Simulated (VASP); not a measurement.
# Si12HO24 (a cell with a defect) in VASP: single point with PBEsol

Aim: the single point of Si12HO24 (a cell with a defect) with PBEsol.

Program: VASP 6.6.1. These are calculated values, not measurements. Logs are shortened: lines on timing, memory, paths and dates and some standing lists are left out, and cuts for length are marked.

### 1 The cell of the first run

The cell holds a defect, 37 atoms: a = 7.311 Å, b = 7.311 Å, c = 9.834 Å, α = 70.35°, β = 70.35°, γ = 71.25°.

### 2 Single point, PBEsol, collinear spin

The input, INCAR:

```
  ALGO = Normal
  EDIFF = 1E-6
  ENCUT = 520
  GGA = PS
  ISIF = 2
  ISMEAR = -1
  ISPIN = 2
  LASPH = True
  LCHARG = False
  LORBIT = 11
  LREAL = Auto
  LWAVE = False
  MAGMOM = 0 0 0 0 0 0 0 0 0 0 0 0 0 0 0 0 0 0 0 0 0 0 0 0 0 0 0 0 0 0 0 0 0 0 0 0 0.68
  NBANDS = 124
  NELM = 150
  PREC = Accurate
  SIGMA = 0.05
```

The input, KPOINTS:

```
k-points
0
Gamma
  2 2 1
```

The input, POSCAR:

```
Si12HO24
1.0
   -2.4585000000      4.2582470000      5.4100000000
    4.9170000000      0.0000000000      5.4100000000
    4.9170000000      8.5164940000      0.0000000000
Si O H
12 24 1
Direct
    0.0992113911      0.5582932300      0.9638160247
    0.4174234710      0.9408205216      0.0320563552
    0.0172055205      0.0106503020      0.2560366559
    0.0812106637      0.5885305562      0.4521561261
    0.3925541049      0.9275568008      0.5457184213
   -0.0226711410      0.0002127307      0.7754763073
    0.5965542721      0.0706176318      0.2090912716
    0.9098262434      0.4281589691      0.2841468717
    0.4895577248      0.4882241606      0.5225909027
    0.5902855083      0.0825610722      0.7177270958
    0.9277100679      0.4138980652      0.7842054943
    0.5090114339      0.4951660153      0.0280401288
    0.3156392135      0.4758949824      0.9975032292
    0.1999301869      0.0432491107      0.1085361983
    0.9075352980      0.5224277334      0.1014843126
    0.5540523167      0.3091639495      0.1714212896
    0.9292487815      0.1947253405      0.3255834107
    0.5851986202      0.9792745775      0.0810286171
    0.3011252890      0.4663793321      0.4868475386
    0.1473729092      0.0431261666      0.6083312865
    0.9392936642      0.5222775004      0.6095413879
    0.5723431352      0.3233130571      0.6589943657
    0.8873028362      0.1908302506      0.8392356479
    0.5532027371      1.0062427342      0.5888251790
    0.8268444202      0.9486084449      0.2287551929
    0.6746835314      0.5377748789      0.3590950544
    0.4330763438      0.0383469464      0.3712154272
    0.0772455387      0.8210354224      0.3939143756
    0.4339179064      0.6802595428      0.6001730732
    0.0775584973      0.4724599870      0.3333926803
    0.7920494424      0.9326640511      0.7684450712
    0.6957158954      0.5212711656      0.8654112685
    0.4082788245      0.0606306025      0.8683206869
    0.0773039106      0.8060047770      0.8908737392
    0.4080876219      0.7093245778      0.0736291376
    0.0976673022      0.4621848234      0.8365776461
    0.7218521375      0.6967985094      0.4838346978
```

Potentials or basis: VASP PAW PBE potentials, release 64 (Si, O, H).

Launch:

```console
$ cat potpaw_PBE.64/Si/POTCAR potpaw_PBE.64/O/POTCAR potpaw_PBE.64/H/POTCAR > POTCAR
$ mpirun -np 1 vasp_std > vasp.out
```

OUTCAR:

```text
EDIFF = 1E-6
   ENCUT = 520
   GGA = PS
   ISIF = 2
   ISMEAR = -1
   ISPIN = 2
   LASPH = True
   LORBIT = 11
   LREAL = Auto
   NELM = 150
   PREC = Accurate

 ion  position               nearest neighbor table
   1  0.099  0.558  0.964-  13 1.61  15 1.61  36 1.63  34 1.68   8 2.94  11 3.07  12 3.13   6 3.15

   2  0.417  0.941  0.032-  33 1.57  14 1.57  18 1.59  35 1.62  10 2.88   7 3.01   3 3.02  12 3.12

   3  0.017  0.011  0.256-  17 1.57  14 1.62  28 1.64  25 1.72   8 2.98   2 3.02   4 3.02   7 3.13
[... 35 lines left out ...]
  35  0.408  0.709  0.074-   2 1.62  12 1.64
  36  0.098  0.462  0.837-   1 1.63  11 1.66
  37  0.722  0.697  0.484-

  LATTYP: Found a base centered monoclinic cell.
 ALAT       =    11.8848344441
 B/A-ratio  =     0.7165849811
 C/A-ratio  =     0.8274410722
 COS(beta)  =    -0.4137205361

  Lattice vectors:

 A1 = (   2.4585000000,  -4.2582470000,  -5.4100000000)
 A2 = (  -4.9170000000,   0.0000000000,  -5.4100000000)
 A3 = (   4.9170000000,   8.5164940000,   0.0000000000)

Analysis of symmetry for initial positions (statically):
=====================================================================
 Subroutine PRICEL returns:
 Original cell was already a primitive cell.

 Routine SETGRP: Setting up the symmetry group for a
 base centered monoclinic supercell.

 Subroutine GETGRP returns: Found  1 space group operations
 (whereof  1 operations were pure point group operations)
 out of a pool of  4 trial point group operations.

The static configuration has the point symmetry C_1 .

Analysis of symmetry for dynamics (positions and initial velocities):
=====================================================================
 Subroutine PRICEL returns:
 Original cell was already a primitive cell.

 Routine SETGRP: Setting up the symmetry group for a
 base centered monoclinic supercell.

 Subroutine GETGRP returns: Found  1 space group operations
 (whereof  1 operations were pure point group operations)
 out of a pool of  4 trial point group operations.

The dynamic configuration has the point symmetry C_1 .

Analysis of structural, dynamic, and magnetic symmetry:
=====================================================================
 Subroutine PRICEL returns:
 Original cell was already a primitive cell.

 Routine SETGRP: Setting up the symmetry group for a
 base centered monoclinic supercell.

 Subroutine GETGRP returns: Found  1 space group operations
 (whereof  1 operations were pure point group operations)
 out of a pool of  4 trial point group operations.

The overall configuration has the point symmetry C_1 .

 Subroutine INISYM returns: Found  1 space group operations
 (whereof  1 operations are pure point group operations),
 and found     1 'primitive' translations

----------------------------------------------------------------------------------------

                                     Primitive cell

  volume of cell :     453.0940

  direct lattice vectors                    reciprocal lattice vectors
    -2.458500000  4.258247000  5.410000000    -0.101688021  0.058709605  0.092421442
     4.917000000  0.000000000  5.410000000     0.101688021 -0.058709605  0.092421442
     4.917000000  8.516494000  0.000000000     0.050844011  0.088064408 -0.046210721

  length of vectors
     7.310608030  7.310607977  9.834000155     0.149428894  0.149428894  0.111695497

  position of ions in fractional coordinates (direct lattice)
     0.099211391  0.558293230  0.963816025
     0.417423471  0.940820522  0.032056355
     0.017205520  0.010650302  0.256036656
     0.081210664  0.588530556  0.452156126
     0.392554105  0.927556801  0.545718421
     0.977328859  0.000212731  0.775476307
[... 29 lines left out ...]
     0.097667302  0.462184823  0.836577646
     0.721852138  0.696798509  0.483834698

  ion indices of the primitive-cell ions
   primitive index   ion index
                 1           1
                 2           2
                 3           3
                 4           4
                 5           5
                 6           6
[... 70 lines left out ...]
 -----------------------------------------------------------------------------

 Subroutine IBZKPT returns following result:
 ===========================================

 Found      4 irreducible k-points:

 Following reciprocal coordinates:
            Coordinates               Weight
  0.000000  0.000000  0.000000      1.000000
  0.500000  0.000000  0.000000      1.000000
  0.000000  0.500000  0.000000      1.000000
  0.500000  0.500000  0.000000      1.000000
   k-points           NKPTS =      4   k-points in BZ     NKDIM =      4   number of bands    NBANDS=    124
   number of dos      NEDOS =    301   number of ions     NIONS =     37
   total plane-waves  NPLWV = 233280
   dimension x,y,z NGX =    54 NGY =   54 NGZ =   80
   dimension x,y,z NGXF=   108 NGYF=  108 NGZF=  160
   ions per type =              12  24   1
   NGX,Y,Z   is equivalent  to a cutoff of  12.28, 12.28, 13.52 a.u.
   NGXF,Y,Z  is equivalent  to a cutoff of  24.56, 24.56, 27.05 a.u.
 SYSTEM =  unknown system
   PREC   = accura    normal or accurate (medium, high low for compatibility)
   ISTART =      0    job   : 0-new  1-cont  2-samecut
   ICHARG =      2    charge: 1-file 2-atom 10-const
   ISPIN  =      2    spin polarized calculation?
   LNONCOLLINEAR =      F non collinear calculations
   LSORBIT =      F    spin-orbit coupling
   LASPH  =      T    aspherical Exc in radial PAW
   ENCUT  =  520.0 eV  38.22 Ry    6.18 a.u.  13.59 13.59 18.28*2*pi/ulx,y,z
   NELM   =    150;   NELMIN=  2; NELMDL= -5     # of ELM steps
   EDIFF  = 0.1E-05   stopping-criterion for ELM
   LREAL  =      T    real-space projection
   EDIFFG = 0.1E-04   stopping-criterion for IOM
   NSW    =      0    number of steps for IOM
   IBRION =     -1    ionic relax: 0-MD 1-quasi-New 2-CG
   NFREE  =      0    steps in history (QN), initial steepest desc. (CG)
   ISIF   =      2    stress and relaxation
   ISYM   =      2    0-nonsym 1-usesym 2-fastsym
   POTIM  = 0.5000    time-step for ionic-motion
   TEBEG  =    0.0;   TEEND  =   0.0 temperature during run
   PSTRESS=    0.0 pullay stress
   NELECT =     193.0000    total number of electrons
   NUPDOWN=      -1.0000    fix difference up-down
   EMIN   =  10.00;   EMAX   =-10.00  energy-range for DOS
   EFERMI =   0.00;   METHOD = LEGACY
   ISMEAR =    -1;   SIGMA  =   0.05  broadening in eV -4-tet -1-fermi 0-gaus
   EFERMI_NEDOS =   21; number of points for ismear=-14 and -15
   IALGO  =     38    algorithm
   IMIX   =      4    mixing-type and parameters
     AMIX     =   0.40;   BMIX     =  1.00
     AMIX_MAG =   1.60;   BMIX_MAG =  1.00
  volume/ion in A,a.u.               =      12.25        82.64
  Fermi-wavevector in a.u.,A,eV,Ry     =   1.231774  2.327716 20.643686  1.517268
  Thomas-Fermi vector in A             =   2.366571
   LORBIT       =     11    0 simple, 1 ext, 2 COOP (PROOUT), +10 PAW based schemes
   GGA     = PS    functional components
   LHFCALC =     F    Hartree Fock is set to
   AEXX    =    0.0000 exact exchange contribution
   IVDW    =     0    specifies the selected vdW correction
   LEPSILON=     F    determine dielectric tensor
   LRPA    =     F    only Hartree local field effects (RPA)
 spin polarized calculation
  energy-cutoff  :      520.00
  volume of cell :      453.09
 maximum number of plane-waves:     12236
   NGX = 27   NGY = 27   NGZ = 37

 number of electron     193.0000007 magnetization       1.0000374

 Free energy of the ion-electron system (eV)
  ---------------------------------------------------
  ext. energy  EPLUGINS =         0.00000000
  ---------------------------------------------------
  free energy    TOTEN  =      -292.82787546 eV

  energy without entropy =     -292.82787546  energy(sigma->0) =     -292.82787546

 E-fermi :   4.5123     XC(G=0):  -9.5578

 val. band max:        3.4171103762   @ k =   0.5000   0.0000   0.0000
 cond. band min:       5.5815877093   @ k =   0.0000   0.0000   0.0000
 fundamental gap:      2.1644773331
 Fermi energy:         4.5122990485

 spin component 1

 k-point     1 :       0.0000    0.0000    0.0000
  band No.  band energies     occupation
      1     -18.3239      1.00000
      2     -17.8734      1.00000
      3     -17.8553      1.00000
      4     -17.5458      1.00000
      5     -17.4452      1.00000
      6     -17.3757      1.00000
[... 433 lines left out ...]
    107       9.8610      0.00000
    108       9.8876      0.00000
 Fermi energy:         4.5122990485

 spin component 2

 k-point     1 :       0.0000    0.0000    0.0000
  band No.  band energies     occupation
      1     -18.3144      1.00000
      2     -17.8691      1.00000
      3     -17.8408      1.00000
      4     -17.5399      1.00000
      5     -17.4331      1.00000
      6     -17.3607      1.00000
[... 433 lines left out ...]
    107       9.8697      0.00000
    108       9.9325      0.00000
 [bands above 108 left out]

------------------------ aborting loop because EDIFF is reached ----------------------------------------

  FORCE on cell =-STRESS in cart. coord.  units (eV):
  Direction    XX          YY          ZZ          XY          YZ          ZX
  --------------------------------------------------------------------------------------
  -------------------------------------------------------------------------------------
  Total       -0.5230332     -0.2264516     -1.1389353      0.4968245     -4.1206429      5.4524884
  in kB       -1.8494881     -0.8007513     -4.0273682      1.7568120    -14.5709293     19.2804433
  external PRESSURE =      -2.2258692 kB  Pullay stress =       0.0000000 kB

 VOLUME and BASIS-vectors are now :
 -----------------------------------------------------------------------------
  energy-cutoff  :      520.00
  volume of cell :      453.09
      direct lattice vectors                 reciprocal lattice vectors
    -2.458500000  4.258247000  5.410000000    -0.101688021  0.058709605  0.092421442
     4.917000000  0.000000000  5.410000000     0.101688021 -0.058709605  0.092421442
     4.917000000  8.516494000  0.000000000     0.050844011  0.088064408 -0.046210721

 POSITION                                       TOTAL-FORCE (eV/Angst)
 -----------------------------------------------------------------------------------
      7.24030      8.63080      3.55710         0.310230     -1.616737      2.250899
      3.75740      2.05050      7.34810        -1.035621      0.589140     -1.514319
      1.26900      2.25380      0.15070        -1.383694     -0.969844     -3.035810
      4.91740      4.19660      3.62330        -2.790429     -0.205237      0.453299
      6.27900      6.31920      7.14180         1.389420      0.757196      0.073756
      1.41130     10.76605      5.28850        -3.556157      0.827350      0.145860
[... 29 lines left out ...]
      6.14590      7.54060      3.02880        -0.512085     -1.074959     -1.325843
      4.03050      7.19440      7.67490        -0.075624      0.002699      0.546922
 -----------------------------------------------------------------------------------
    total drift:                                0.006002     -0.014030      0.009176

  FREE ENERGIE OF THE ION-ELECTRON SYSTEM (eV)
  ---------------------------------------------------
  free  energy   TOTEN  =      -292.8278754624 eV

  energy  without entropy=     -292.8278754621  energy(sigma->0) =     -292.82787546

 total charge

# of ion       s       p       d       tot
------------------------------------------
    1        0.646   0.982   0.000   1.628
    2        0.677   1.084   0.000   1.761
    3        0.649   0.986   0.000   1.635
    4        0.651   1.005   0.000   1.656
    5        0.634   0.926   0.000   1.559
    6        0.660   1.009   0.000   1.669
[... 29 lines left out ...]
   36        1.545   3.637   0.000   5.181
   37        0.400   0.005   0.000   0.405
--------------------------------------------------
tot         45.387  99.350   0.000 144.737

 magnetization (x)

# of ion       s       p       d       tot
------------------------------------------
    1        0.000   0.000   0.000   0.001
    2        0.000   0.000   0.000   0.000
    3       -0.000   0.000   0.000   0.000
    4       -0.000   0.000   0.000   0.000
    5       -0.001  -0.002   0.000  -0.002
    6        0.000  -0.000   0.000  -0.000
[... 29 lines left out ...]
   36        0.001   0.001   0.000   0.002
   37        0.334   0.001   0.000   0.335
--------------------------------------------------
tot          0.358   0.169   0.000   0.527
```

It took 8.3 min on 1 thread of Intel Xeon 6975P-C (Granite Rapids), shared host; peak memory 0.84 GiB.

What came out:

```
Free energy                                           : -292.8279 eV
Pressure                                              : -0.2 GPa
Largest force                                         : 3.941 eV/Å
Band gap on the k mesh                                : 2.16 eV
Net moment                                            : 1.00 μB per cell
Site moments                                          : Si +0.00, -0.00, +0.01 (each value once); O +0.00, +0.04, +0.01, +0.05, +0.06, -0.00 (each value once); H +0.34 μB
Valence electrons inside the program's atomic spheres : Si 1.63, 1.76, 1.64, 1.66, 1.56, 1.67, 1.61, 1.62, 1.58, 1.60 (each value once); O 5.26, 5.17, 5.21, 5.28, 5.22, 5.11, 5.24, 5.15, 5.13, 5.12, 5.23, 5.14, 5.19, 5.20, 5.18 (each value once); H 0.41
```

Forces on the atoms (eV/Å):
```
Si   0.310 -1.617  2.251
Si  -1.036  0.589 -1.514
Si  -1.384 -0.970 -3.036
Si  -2.790 -0.205  0.453
Si   1.389  0.757  0.074
Si  -3.556  0.827  0.146
Si  -1.340  1.895 -0.286
Si   2.292 -2.319  0.071
Si   0.500 -0.305  3.064
Si  -0.904 -1.204 -1.455
Si   2.963  0.104 -0.173
Si  -0.450 -0.878  2.079
O   -0.686 -0.701 -1.544
O    3.503  0.506 -1.733
O    0.179  2.163 -0.274
O   -0.151 -1.133  1.603
O    0.753  0.491  0.156
O    0.871  1.245  0.655
O   -0.261  0.073  0.493
O   -0.380  1.594 -0.472
O    0.946  1.169 -1.603
O   -1.525  0.187 -0.385
O    0.228  0.587  1.485
O    0.897  0.823 -0.666
O    0.775  0.020  1.759
O    0.295  1.256 -1.623
O   -1.424 -1.198 -0.533
O   -0.150 -0.443  0.619
O    0.492 -1.555  0.333
O    0.994 -0.072  0.438
O    0.519 -1.835  0.093
O    1.705  1.495 -1.095
O   -1.414 -1.942  1.198
O   -0.585  0.599 -0.598
O   -0.985  1.066  0.801
O   -0.512 -1.075 -1.326
H   -0.076  0.003  0.547
```

Levels at points of the mesh, in eV from the valence-band top:
Spin up:
```tsv
k point	band 94	band 95	band 96	band 97	band 98	band 99	band 100	band 101
(0.00, 0.00, 0.00)	-2.40	-2.37	-2.21	-0.10	3.23	4.94	5.08	5.48
(0.50, 0.00, 0.00)	-2.32	-2.30	-2.18	0.00	4.17	4.45	5.09	5.40
(0.00, 0.50, 0.00)	-2.32	-2.22	-2.18	-0.03	4.08	4.54	5.15	5.30
(0.50, 0.50, 0.00)	-2.29	-2.26	-2.15	-0.01	4.71	4.82	5.06	5.15
```
Spin down:
| k point | band 92 | band 93 | band 94 | band 95 | band 96 | band 97 | band 98 | band 99 | band 100 | band 101 |
| --- | --- | --- | --- | --- | --- | --- | --- | --- | --- | --- |
| (0.00, 0.00, 0.00) | -2.47 | -2.41 | -2.38 | -2.36 | -2.21 | 2.16 | 3.65 | 4.96 | 5.13 | 5.54 |
| (0.50, 0.00, 0.00) | -2.44 | -2.37 | -2.32 | -2.27 | -2.16 | 2.54 | 4.24 | 4.56 | 5.13 | 5.42 |
| (0.00, 0.50, 0.00) | -2.51 | -2.37 | -2.29 | -2.21 | -2.17 | 2.51 | 4.11 | 4.67 | 5.18 | 5.40 |
| (0.50, 0.50, 0.00) | -2.41 | -2.37 | -2.28 | -2.23 | -2.15 | 2.57 | 4.78 | 4.90 | 5.09 | 5.17 |

Caveat: the k points lie up to 0.70 Å⁻¹ apart; the PAW data sets were made with another functional, which shifts forces and pressure a little.
